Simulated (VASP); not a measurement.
# Al3N (Immm) in VASP: single point with PBE

Aim: the single point of Al3N with PBE.

Everything below comes from runs of VASP 6.6.1. Logs are shortened: lines on timing, memory, paths and dates and some standing lists are left out, and cuts for length are marked.

## 1. The cell of the first run

Symmetry: Immm, No. 71, orthorhombic system. The conventional cell has a = 3.800 Å, b = 3.871 Å, c = 8.453 Å, α = 90.00°, β = 90.00°, γ = 90.00°. Al (site symmetry mm2) has 1 N at 1.90 Å within 2.5 Å. Within 2.6 Å of Al (site symmetry mmm) lie 2 N at 1.94 Å. Within 2.5 Å of N (site symmetry mmm) lie 4 Al at 1.90 to 1.94 Å.

## 2. Single point, PBE

The input, INCAR:

```
PREC     = Accurate       # precision mode
ENCUT    = 520            # plane-wave cutoff, eV
EDIFF    = 1E-7           # SCF threshold, eV
ISMEAR   = 0              # smearing method
SIGMA    = 0.1            # smearing width, eV
LREAL    = False          # projectors in reciprocal space
LASPH    = True           # aspherical terms in the spheres
NELM     = 100            # most SCF steps
ALGO     = Normal         # electronic algorithm
ISIF     = 2              # what is computed and relaxed
LWAVE    = False          # write WAVECAR
LCHARG   = True           # write CHGCAR
GGA      = PE             # functional
LELF     = True           # ELF
LVHAR    = True         
NBANDS   = 15             # bands
```

The input, KPOINTS:

```
regular mesh
0
Gamma
  16 16 16
```

The input, POSCAR:

```
Al3N
1.0
   -1.9356271750      1.8998055007      4.2263425895
    1.9356271750     -1.8998055007      4.2263425895
    1.9356271750      1.8998055007     -4.2263425895
Al N
3 1
Direct
    0.2244840624      0.7244840624      0.5000000000
    0.7755159376      0.2755159376      0.5000000000
    0.0000000000      0.0000000000      0.0000000000
    0.0000000000      0.5000000000      0.5000000000
```

Potentials or basis: VASP PAW PBE potentials, release 64 (Al, N).

Started as:

```bash
> cat potpaw_PBE.64/Al/POTCAR potpaw_PBE.64/N/POTCAR > POTCAR
> mpirun -np 1 vasp_std > vasp.out
```

OUTCAR:

```text
PREC = Accurate
   ENCUT = 520
   EDIFF = 1E-7
   ISMEAR = 0
   LREAL = False
   LASPH = True
   NELM = 100
   ISIF = 2
   GGA = PE

 ion  position               nearest neighbor table
   1  0.224  0.724  0.500-   4 1.90   3 2.71   3 2.71   2 2.75   2 2.75   2 2.75   2 2.75   3 3.01
                             3 3.01
   2  0.776  0.276  0.500-   4 1.90   3 2.71   3 2.71   1 2.75   1 2.75   1 2.75   1 2.75   3 3.01
                             3 3.01
   3  0.000  0.000  0.000-   4 1.94   4 1.94   1 2.71   1 2.71   2 2.71   2 2.71   1 3.01   2 3.01
                             2 3.01   1 3.01
   4  0.000  0.500  0.500-   1 1.90   2 1.90   3 1.94   3 1.94

  LATTYP: Found a body centered orthorhombic cell.
 ALAT       =     3.7996110014
 B/A-ratio  =     1.0188554430
 C/A-ratio  =     2.2246185664

  Lattice vectors:

 A1 = (   1.9356271750,  -1.8998055007,  -4.2263425895)
 A2 = (  -1.9356271750,   1.8998055007,  -4.2263425895)
 A3 = (   1.9356271750,   1.8998055007,   4.2263425895)

Analysis of symmetry for initial positions (statically):
=====================================================================
 Subroutine PRICEL returns:
 Original cell was already a primitive cell.

 Routine SETGRP: Setting up the symmetry group for a
 body centered orthorhombic supercell.

 Subroutine GETGRP returns: Found  8 space group operations
 (whereof  8 operations were pure point group operations)
 out of a pool of  8 trial point group operations.

The static configuration has the point symmetry D_2h.

Analysis of symmetry for dynamics (positions and initial velocities):
=====================================================================
 Subroutine PRICEL returns:
 Original cell was already a primitive cell.

 Routine SETGRP: Setting up the symmetry group for a
 body centered orthorhombic supercell.

 Subroutine GETGRP returns: Found  8 space group operations
 (whereof  8 operations were pure point group operations)
 out of a pool of  8 trial point group operations.

The dynamic configuration has the point symmetry D_2h.

 Subroutine INISYM returns: Found  8 space group operations
 (whereof  8 operations are pure point group operations),
 and found     1 'primitive' translations

----------------------------------------------------------------------------------------

                                     Primitive cell

  volume of cell :      62.1664

  direct lattice vectors                    reciprocal lattice vectors
    -1.935627175  1.899805501  4.226342589     0.000000000  0.263184836  0.118305601
     1.935627175 -1.899805501  4.226342589     0.258314208  0.000000000  0.118305601
     1.935627175  1.899805501 -4.226342589     0.258314208  0.263184836  0.000000000

  length of vectors
     5.021741250  5.021741250  5.021741250     0.288552375  0.284116957  0.368771593

  position of ions in fractional coordinates (direct lattice)
     0.224484062  0.724484062  0.500000000
     0.775515938  0.275515938  0.500000000
     0.000000000  0.000000000  0.000000000
     0.000000000  0.500000000  0.500000000

  ion indices of the primitive-cell ions
   primitive index   ion index
                 1           1
                 2           2
                 3           3
                 4           4

----------------------------------------------------------------------------------------

 KPOINTS: regular mesh

Automatic generation of k-mesh.
 Grid dimensions read from file:
 generate k-points for:   16   16   16

 Generating k-lattice:

  Cartesian coordinates                     Fractional coordinates (reciprocal lattice)
     0.000000000  0.016449052  0.007394100     0.062500000  0.000000000  0.000000000
     0.016144638  0.000000000  0.007394100    -0.000000000  0.062500000  0.000000000
     0.016144638  0.016449052  0.000000000    -0.000000000  0.000000000  0.062500000

  Length of vectors
     0.018034523  0.017757310  0.023048225

  Shift w.r.t. Gamma in fractional coordinates (k-lattice)
     0.000000000  0.000000000  0.000000000

 Subroutine IBZKPT returns following result:
 ===========================================

 Found    621 irreducible k-points:

 Following reciprocal coordinates:
            Coordinates               Weight
  0.000000  0.000000  0.000000      1.000000
  0.062500 -0.000000  0.000000      4.000000
  0.125000 -0.000000  0.000000      4.000000
  0.187500 -0.000000  0.000000      4.000000
  0.250000 -0.000000  0.000000      4.000000
  0.312500 -0.000000  0.000000      4.000000
[... 16 lines left out ...]
 -0.187500  0.062500  0.000000      8.000000
 -0.125000  0.062500 -0.000000      8.000000
 [... further k-points ...]
   k-points           NKPTS =    621   k-points in BZ     NKDIM =    621   number of bands    NBANDS=     15
   number of dos      NEDOS =    301   number of ions     NIONS =      4
   total plane-waves  NPLWV =  64000
   dimension x,y,z NGX =    40 NGY =   40 NGZ =   40
   dimension x,y,z NGXF=    80 NGYF=   80 NGZF=   80
   ions per type =               3   1
   NGX,Y,Z   is equivalent  to a cutoff of  13.24, 13.24, 13.24 a.u.
   NGXF,Y,Z  is equivalent  to a cutoff of  26.48, 26.48, 26.48 a.u.
 SYSTEM =  unknown system
   PREC   = accura    normal or accurate (medium, high low for compatibility)
   ISTART =      0    job   : 0-new  1-cont  2-samecut
   ICHARG =      2    charge: 1-file 2-atom 10-const
   ISPIN  =      1    spin polarized calculation?
   LNONCOLLINEAR =      F non collinear calculations
   LSORBIT =      F    spin-orbit coupling
   LASPH  =      T    aspherical Exc in radial PAW
   ENCUT  =  520.0 eV  38.22 Ry    6.18 a.u.   9.34  9.34  9.34*2*pi/ulx,y,z
   NELM   =    100;   NELMIN=  2; NELMDL= -5     # of ELM steps
   EDIFF  = 0.1E-06   stopping-criterion for ELM
   LREAL  =      F    real-space projection
   EDIFFG = 0.1E-05   stopping-criterion for IOM
   NSW    =      0    number of steps for IOM
   IBRION =     -1    ionic relax: 0-MD 1-quasi-New 2-CG
   NFREE  =      0    steps in history (QN), initial steepest desc. (CG)
   ISIF   =      2    stress and relaxation
   ISYM   =      2    0-nonsym 1-usesym 2-fastsym
   POTIM  = 0.5000    time-step for ionic-motion
   TEBEG  =    0.0;   TEEND  =   0.0 temperature during run
   PSTRESS=    0.0 pullay stress
   NELECT =      14.0000    total number of electrons
   NUPDOWN=      -1.0000    fix difference up-down
   EMIN   =  10.00;   EMAX   =-10.00  energy-range for DOS
   EFERMI =   0.00;   METHOD = LEGACY
   ISMEAR =     0;   SIGMA  =   0.10  broadening in eV -4-tet -1-fermi 0-gaus
   EFERMI_NEDOS =   21; number of points for ismear=-14 and -15
   IALGO  =     38    algorithm
   IMIX   =      4    mixing-type and parameters
     AMIX     =   0.40;   BMIX     =  1.00
     AMIX_MAG =   1.60;   BMIX_MAG =  1.00
  volume/ion in A,a.u.               =      15.54       104.88
  Fermi-wavevector in a.u.,A,eV,Ry     =   0.996015  1.882194 13.497590  0.992045
  Thomas-Fermi vector in A             =   2.128074
   LORBIT       =      0    0 simple, 1 ext, 2 COOP (PROOUT), +10 PAW based schemes
   GGA     = PE    functional components
   LHFCALC =     F    Hartree Fock is set to
   AEXX    =    0.0000 exact exchange contribution
   IVDW    =     0    specifies the selected vdW correction
   LEPSILON=     F    determine dielectric tensor
   LRPA    =     F    only Hartree local field effects (RPA)
 non-spin polarized calculation
 Gauss-broadening in eV      SIGMA  =   0.10
  energy-cutoff  :      520.00
  volume of cell :       62.17
 maximum number of plane-waves:      1696
 NGX is ok and might be reduce to    40
   NGX = 19   NGY = 19   NGZ = 19

 number of electron      14.0000001 magnetization

 Free energy of the ion-electron system (eV)
  ---------------------------------------------------
  ext. energy  EPLUGINS =         0.00000000
  ---------------------------------------------------
  free energy    TOTEN  =       -19.86974207 eV

  energy without entropy =      -19.86313676  energy(sigma->0) =      -19.86643941

 E-fermi :   6.6033     XC(G=0):  -9.8273

 val. band max:        6.6024186838   @ k =   0.0625   0.2500   0.0625
 cond. band min:       6.6046362139   @ k =  -0.1250  -0.1250   0.0625
 fundamental gap:      0.0022175302
 Fermi energy:         6.6033454683

 k-point     1 :       0.0000    0.0000    0.0000
  band No.  band energies     occupation
      1      -9.3662      2.00000
      2      -1.0290      2.00000
      3       0.1195      2.00000
      4       1.0696      2.00000
      5       3.6166      2.00000
      6       6.4763      1.92759
      7       6.5110      1.80851
      8       6.8021      0.00495
      9       6.9719      0.00000
     10       9.3646      0.00000
     11      11.6500      0.00000
     12      11.8225      0.00000
     13      13.8512      0.00000
     14      14.2421      0.00000
     15      15.0313      0.00000

 k-point     2 :       0.0625   -0.0000    0.0000
  band No.  band energies     occupation
      1      -9.3564      2.00000
      2      -1.0571      2.00000
      3       0.1697      2.00000
      4       1.0712      2.00000
      5       3.5719      2.00000
      6       6.3191      1.99994
      7       6.5227      1.74595
      8       6.6384      0.62004
      9       7.0576      0.00000
     10       9.7907      0.00000
     11      10.9965      0.00000
     12      12.5474      0.00000
     13      13.8183      0.00000
     14      13.8190      0.00000
     15      15.1257      0.00000

 k-point     3 :       0.1250   -0.0000    0.0000
  band No.  band energies     occupation
      1      -9.3285      2.00000
      2      -1.1216      2.00000
      3       0.2965      2.00000
      4       1.0759      2.00000
      5       3.4340      2.00000
      6       5.8556      2.00000
      7       6.2586      2.00000
      8       6.6599      0.42343
      9       7.5001      0.00000
     10      10.2157      0.00000
     11      10.7591      0.00000
     12      13.0890      0.00000
     13      13.4415      0.00000
     14      13.7532      0.00000
     15      15.0374      0.00000

 k-point     4 :       0.1875   -0.0000    0.0000
  band No.  band energies     occupation
      1      -9.2862      2.00000
      2      -1.1873      2.00000
      3       0.4551      2.00000
      4       1.0835      2.00000
      5       3.1854      2.00000
      6       5.2895      2.00000
      7       6.1232      2.00000
      8       6.8822      0.00008
      9       8.0386      0.00000
     10       9.5901      0.00000
     11      11.6542      0.00000
     12      12.3501      0.00000
     13      13.7450      0.00000
     14      14.4148      0.00000
     15      14.7454      0.00000
[... 307 lines left out ...]
 k-point    22 :      -0.2500    0.0625   -0.0000
  band No.  band energies     occupation
      1      -9.2312      2.00000
      2      -1.0755      2.00000
      3       0.3611      2.00000
      4       1.1202      2.00000
      5       2.9922      2.00000
      6       4.7814      2.00000
      7       5.9199      2.00000
      8       7.2997      0.00000
      9       8.5547      0.00000
     10       8.7984      0.00000
     11      11.6189      0.00000
     12      12.5159      0.00000
     13      14.0314      0.00000
     14      14.5190      0.00000
     15      15.3364      0.00000

 k-point    23 :      -0.1875    0.0625    0.0000
  band No.  band energies     occupation
      1      -9.2801      2.00000
      2      -1.0513      2.00000
      3       0.2546      2.00000
      4       1.1049      2.00000
      5       3.2957      2.00000
      6       5.2241      2.00000
      7       5.7996      2.00000
      8       7.1273      0.00000
      9       8.0401      0.00000
     10       9.4334      0.00000
     11      11.7800      0.00000
     12      12.2838      0.00000
     13      13.7836      0.00000
     14      14.3283      0.00000
     15      14.9775      0.00000

 k-point    24 :      -0.1250    0.0625   -0.0000
  band No.  band energies     occupation
      1      -9.3196      2.00000
      2      -1.0333      2.00000
      3       0.1648      2.00000
      4       1.0901      2.00000
      5       3.4858      2.00000
      6       5.6944      2.00000
      7       5.8891      2.00000
      8       7.0163      0.00000
      9       7.6528      0.00000
     10      10.1315      0.00000
     11      10.8100      0.00000
     12      12.7606      0.00000
     13      13.6987      0.00000
     14      13.8101      0.00000
     15      14.9726      0.00000

 [... further k-points ...]

------------------------ aborting loop because EDIFF is reached ----------------------------------------

  FORCE on cell =-STRESS in cart. coord.  units (eV):
  Direction    XX          YY          ZZ          XY          YZ          ZX
  --------------------------------------------------------------------------------------
  -------------------------------------------------------------------------------------
  Total       -0.0415465     -0.0293330     -0.0407893      0.0000000      0.0000000      0.0000000
  in kB       -1.0707526     -0.7559824     -1.0512373      0.0000000      0.0000000      0.0000000
  external PRESSURE =      -0.9593241 kB  Pullay stress =       0.0000000 kB

 VOLUME and BASIS-vectors are now :
 -----------------------------------------------------------------------------
  energy-cutoff  :      520.00
  volume of cell :       62.17
      direct lattice vectors                 reciprocal lattice vectors
    -1.935627175  1.899805501  4.226342589     0.000000000  0.263184836  0.118305601
     1.935627175 -1.899805501  4.226342589     0.258314208  0.000000000  0.118305601
     1.935627175  1.899805501 -4.226342589     0.258314208  0.263184836  0.000000000

 POSITION                                       TOTAL-FORCE (eV/Angst)
 -----------------------------------------------------------------------------------
      1.93563      0.00000      1.89749         0.000000     -0.000000     -0.006346
     -0.00000      1.89981      2.32885         0.000000     -0.000000      0.006346
      0.00000      0.00000      0.00000        -0.000000      0.000000      0.000000
      1.93563      0.00000      0.00000        -0.000000      0.000000      0.000000
 -----------------------------------------------------------------------------------
    total drift:                                0.000000      0.000000      0.000000

  FREE ENERGIE OF THE ION-ELECTRON SYSTEM (eV)
  ---------------------------------------------------
  free  energy   TOTEN  =       -19.8697420658 eV

  energy  without entropy=      -19.8631367570  energy(sigma->0) =      -19.86643941
```

It took 12 min on 1 thread of Intel Xeon Platinum 8488C (Sapphire Rapids), shared host; peak memory 0.6 GiB.

Results:

```yaml
Free_energy: -19.8697 eV
Pressure: -0.1 GPa
Largest_force: 0.006 eV/Å
Band_gap_on_the_k_mesh: zero (band 7 reaches 8.10 eV, above the bottom of band 8 at 4.36 eV)
```

Forces in eV/Å, atoms in the order of the input:
```
Al   0.000  0.000 -0.006
Al   0.000  0.000  0.006
Al   0.000  0.000  0.000
N    0.000  0.000  0.000
```
